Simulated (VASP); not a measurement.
# CuO (Pm-3m) in VASP: further runs, part 2 of 2

VASP 6.6.1.

## 4. Single point, LDA+U, collinear spin

Contents of INCAR:

```
SYSTEM = CuO
PREC = Accurate
ENCUT = 600
EDIFF = 1E-6
ISMEAR = 0
SIGMA = 0.05
LREAL = .FALSE.
LASPH = .TRUE.
NELM = 200
ALGO = Normal
ISIF = 2
LWAVE = .FALSE.
LCHARG = .FALSE.
ISPIN = 2
MAGMOM = 1 0
LORBIT = 11
LMAXMIX = 4
LDAU = .TRUE.
LDAUTYPE = 2
LDAUL = 2 -1
LDAUU = 8 0
LDAUJ = 0 0
LDAUPRINT = 1
NBANDS = 20
GGA_COMPAT = .FALSE.
```

Contents of KPOINTS:

```
regular mesh
0
G
  7 7 7
  0 0 0
```

Contents of POSCAR:

```
CuO
1.0
    2.5525506100      0.0000000000      0.0000000000
    0.0000000000      2.5525506100      0.0000000000
    0.0000000000      0.0000000000      2.5525506100
Cu O
1 1
Direct
    0.0000000000      0.0000000000      0.0000000000
    0.5000000000      0.5000000000      0.5000000000
```

Potentials or basis: VASP PAW LDA potentials, release 64 (Cu, O).

Started as:

```console
> cat potpaw_LDA.64/Cu/POTCAR potpaw_LDA.64/O/POTCAR > POTCAR
> mpirun -np 1 vasp_std > vasp.out
```

OUTCAR:

```text
SYSTEM = CuO
   PREC = Accurate
   ENCUT = 600
   EDIFF = 1E-6
   ISMEAR = 0
   LREAL = .FALSE.
   LASPH = .TRUE.
   NELM = 200
   ISIF = 2
   ISPIN = 2
   LORBIT = 11

 ion  position               nearest neighbor table
   1  0.000  0.000  0.000-   2 2.21   2 2.21   2 2.21   2 2.21   2 2.21   2 2.21   2 2.21   2 2.21

   2  0.500  0.500  0.500-   1 2.21   1 2.21   1 2.21   1 2.21   1 2.21   1 2.21   1 2.21   1 2.21

  LATTYP: Found a simple cubic cell.
 ALAT       =     2.5525506100

  Lattice vectors:

 A1 = (   2.5525506100,   0.0000000000,   0.0000000000)
 A2 = (   0.0000000000,   2.5525506100,   0.0000000000)
 A3 = (   0.0000000000,   0.0000000000,   2.5525506100)

Analysis of symmetry for initial positions (statically):
=====================================================================
 Subroutine PRICEL returns:
 Original cell was already a primitive cell.

 Routine SETGRP: Setting up the symmetry group for a
 simple cubic supercell.

 Subroutine GETGRP returns: Found 48 space group operations
 (whereof 48 operations were pure point group operations)
 out of a pool of 48 trial point group operations.

The static configuration has the point symmetry O_h .

Analysis of symmetry for dynamics (positions and initial velocities):
=====================================================================
 Subroutine PRICEL returns:
 Original cell was already a primitive cell.

 Routine SETGRP: Setting up the symmetry group for a
 simple cubic supercell.

 Subroutine GETGRP returns: Found 48 space group operations
 (whereof 48 operations were pure point group operations)
 out of a pool of 48 trial point group operations.

The dynamic configuration has the point symmetry O_h .

Analysis of structural, dynamic, and magnetic symmetry:
=====================================================================
 Subroutine PRICEL returns:
 Original cell was already a primitive cell.

 Routine SETGRP: Setting up the symmetry group for a
 simple cubic supercell.

 Subroutine GETGRP returns: Found 48 space group operations
 (whereof 48 operations were pure point group operations)
 out of a pool of 48 trial point group operations.

The overall configuration has the point symmetry O_h .

 Subroutine INISYM returns: Found 48 space group operations
 (whereof 48 operations are pure point group operations),
 and found     1 'primitive' translations

----------------------------------------------------------------------------------------

                                     Primitive cell

  volume of cell :      16.6312

  direct lattice vectors                    reciprocal lattice vectors
     2.552550610  0.000000000  0.000000000     0.391765004  0.000000000  0.000000000
     0.000000000  2.552550610  0.000000000     0.000000000  0.391765004  0.000000000
     0.000000000  0.000000000  2.552550610     0.000000000  0.000000000  0.391765004

  length of vectors
     2.552550610  2.552550610  2.552550610     0.391765004  0.391765004  0.391765004

  position of ions in fractional coordinates (direct lattice)
     0.000000000  0.000000000  0.000000000
     0.500000000  0.500000000  0.500000000

  ion indices of the primitive-cell ions
   primitive index   ion index
                 1           1
[... 120 lines left out ...]
  0.0000 -0.0000  0.0000  0.0000  0.9671

spin component  2

  0.8821 -0.0000 -0.0000  0.0000  0.0000
 -0.0000  0.8821  0.0000 -0.0000  0.0000
 -0.0000  0.0000  0.9649 -0.0000  0.0000
  0.0000 -0.0000 -0.0000  0.8821  0.0000
  0.0000  0.0000  0.0000  0.0000  0.9649

 occupancies and eigenvectors

  o =  0.8821  v =  0.0000  0.0000  0.0000  0.0000  0.0000  1.0000  0.0000  0.0000  0.0000  0.0000      0.0000  0.0000  0.0000  0.0000  0.0000  0.0000  0.0000  0.0000  0.0000  0.0000
  o =  0.8821  v =  0.0000  0.0000  0.0000  0.0000  0.0000  0.0000  0.5795 -0.0000  0.8149  0.0000      0.0000  0.0000  0.0000  0.0000  0.0000  0.0000  0.0000  0.0000  0.0000  0.0000
  o =  0.8821  v =  0.0000  0.0000  0.0000  0.0000  0.0000  0.0000 -0.8149 -0.0000  0.5795  0.0000      0.0000  0.0000  0.0000  0.0000  0.0000  0.0000  0.0000  0.0000  0.0000  0.0000
  o =  0.9649  v =  0.0000  0.0000  0.0000  0.0000  0.0000  0.0000 -0.0000  0.0726 -0.0000  0.9974      0.0000  0.0000  0.0000  0.0000  0.0000  0.0000  0.0000  0.0000  0.0000  0.0000
  o =  0.9649  v =  0.0000  0.0000  0.0000  0.0000  0.0000  0.0000 -0.0000  0.9974  0.0000 -0.0726      0.0000  0.0000  0.0000  0.0000  0.0000  0.0000  0.0000  0.0000  0.0000  0.0000
  o =  0.9671  v =  0.0000 -0.0000  0.0395  0.0000  0.9992  0.0000  0.0000  0.0000  0.0000  0.0000      0.0000  0.0000  0.0000  0.0000  0.0000  0.0000  0.0000  0.0000  0.0000  0.0000
  o =  0.9671  v =  0.0000 -0.0000  0.9992 -0.0000 -0.0395  0.0000  0.0000  0.0000  0.0000  0.0000      0.0000  0.0000  0.0000  0.0000  0.0000  0.0000  0.0000  0.0000  0.0000  0.0000
  o =  0.9951  v =  0.0000  0.6480  0.0000  0.7616  0.0000  0.0000  0.0000  0.0000  0.0000  0.0000      0.0000  0.0000  0.0000  0.0000  0.0000  0.0000  0.0000  0.0000  0.0000  0.0000
  o =  0.9951  v =  1.0000  0.0000  0.0000  0.0000  0.0000  0.0000  0.0000  0.0000  0.0000  0.0000      0.0000  0.0000  0.0000  0.0000  0.0000  0.0000  0.0000  0.0000  0.0000  0.0000
  o =  0.9951  v =  0.0000  0.7616  0.0000 -0.6480  0.0000  0.0000  0.0000  0.0000  0.0000  0.0000      0.0000  0.0000  0.0000  0.0000  0.0000  0.0000  0.0000  0.0000  0.0000  0.0000

 number of electron      16.9999977 magnetization       0.9993125

 Free energy of the ion-electron system (eV)
  ---------------------------------------------------
  ext. energy  EPLUGINS =         0.00000000
  ---------------------------------------------------
  free energy    TOTEN  =        -8.17940605 eV

  energy without entropy =       -8.17840592  energy(sigma->0) =       -8.17890599

 E-fermi :   6.3220     XC(G=0): -13.7694

 val. band max:        6.2450558811   @ k =   0.4286   0.4286   0.4286
 cond. band min:       6.3324785726   @ k =   0.4286   0.1429   0.0000
 fundamental gap:      0.0874226915
 Fermi energy:         6.3220011916

 spin component 1

 k-point     1 :       0.0000    0.0000    0.0000
  band No.  band energies     occupation
      1     -13.3705      1.00000
      2       1.2885      1.00000
      3       1.2885      1.00000
      4       2.8883      1.00000
      5       2.8883      1.00000
      6       2.8883      1.00000
[... 436 lines left out ...]
      6       3.5955      1.00000
[... 12 lines left out ...]
     19      50.0048      0.00000
     20      51.7525      0.00000
 Fermi energy:         6.3220011916

 spin component 2

 k-point     1 :       0.0000    0.0000    0.0000
  band No.  band energies     occupation
      1     -12.5118      1.00000
      2       1.5086      1.00000
      3       1.5086      1.00000
      4       4.2025      1.00000
      5       4.2025      1.00000
      6       4.2025      1.00000
[... 449 lines left out ...]
     19      50.1746      0.00000
     20      52.1965      0.00000

------------------------ aborting loop because EDIFF is reached ----------------------------------------

  FORCE on cell =-STRESS in cart. coord.  units (eV):
  Direction    XX          YY          ZZ          XY          YZ          ZX
  --------------------------------------------------------------------------------------
  -------------------------------------------------------------------------------------
  Total       -0.6015297     -0.6015297     -0.6015297     -0.0000000     -0.0000000      0.0000000
  in kB      -57.9488126    -57.9488126    -57.9488126     -0.0000000     -0.0000000      0.0000000
  external PRESSURE =     -57.9488126 kB  Pullay stress =       0.0000000 kB

 VOLUME and BASIS-vectors are now :
 -----------------------------------------------------------------------------
  energy-cutoff  :      600.00
  volume of cell :       16.63
      direct lattice vectors                 reciprocal lattice vectors
     2.552550610  0.000000000  0.000000000     0.391765004  0.000000000  0.000000000
     0.000000000  2.552550610  0.000000000     0.000000000  0.391765004  0.000000000
     0.000000000  0.000000000  2.552550610     0.000000000  0.000000000  0.391765004

 POSITION                                       TOTAL-FORCE (eV/Angst)
 -----------------------------------------------------------------------------------
      0.00000      0.00000      0.00000         0.000000      0.000000      0.000000
      1.27628      1.27628      1.27628         0.000000      0.000000      0.000000
 -----------------------------------------------------------------------------------
    total drift:                               -0.000000      0.000000      0.000000

  FREE ENERGIE OF THE ION-ELECTRON SYSTEM (eV)
  ---------------------------------------------------
  free  energy   TOTEN  =        -8.1794060475 eV

  energy  without entropy=       -8.1784059242  energy(sigma->0) =       -8.17890599

 total charge

# of ion       s       p       d       tot
------------------------------------------
    1        0.284   0.319   9.470  10.074
    2        1.584   3.249   0.000   4.833
--------------------------------------------------
tot          1.868   3.568   9.470  14.907

 magnetization (x)

# of ion       s       p       d       tot
------------------------------------------
    1       -0.017  -0.013   0.344   0.315
    2        0.005   0.616   0.000   0.621
--------------------------------------------------
tot         -0.012   0.603   0.344   0.935
```

stdout:

```text
POSCAR found type information on POSCAR CuO
 POSCAR found :  2 types and       2 ions
 scaLAPACK will be used
 LDA part: xc-table for (Slater(with rela. corr.)+CA(PZ))
 , standard interpolation
 POSCAR, INCAR and KPOINTS ok, starting setup
 FFT: planning ... GRIDC
 FFT: planning ... GRID_SOFT
 FFT: planning ... GRID
 WAVECAR not read
 entering main loop
```

It took 6.7 s on 1 thread of AMD EPYC 9R45 (Zen 5), shared host; peak memory 0.1 GiB.

What came out:

```yaml
Free_energy: -8.1794 eV
Pressure: -5.8 GPa
Band_gap_on_the_k_mesh: zero (filled and empty bands overlap)
Net_moment: 1.00 μB per cell
Site_moments: Cu +0.32; O +0.62 μB
Valence_electrons_inside_the_program's_atomic_spheres: Cu 10.07; O 4.83
```

Eigenvalues of the final occupation matrices:
```csv
site,spin,trace,eigenvalues
site 1 d,1,4.92,0.97 0.97 1.00 1.00 1.00
site 1 d,2,4.58,0.88 0.88 0.88 0.96 0.96
```

Caveat: the cell stands under tension; a cell with one magnetic atom can't hold antiferromagnetic order, which such compounds often take.

## 5. Overview

```tsv
spin	fixed moment (μB)	gap on the mesh (eV)	pressure (GPa)	moment (μB)
collinear, ferromagnetic start	0.75	-	-6.7	0.75
collinear, ferromagnetic start	-	none	-5.7	1.00
collinear	-	none	-5.8	1.00
```

Alike in all rows: task single point; level LDA+U; potentials or basis VASP PAW LDA potentials, release 64 (Cu, O); Cu d U = 8.0 eV; cell as given; k mesh 7 × 7 × 7; cutoff (eV) 600; smearing gaussian 0.05 eV.

Caveats: the cell stands under tension; a cell with one magnetic atom can't hold antiferromagnetic order, which such compounds often take; the total moment is fixed, so each spin has its own Fermi level (at least some runs).

Absolute energies hang on the potentials; compare differences alone.
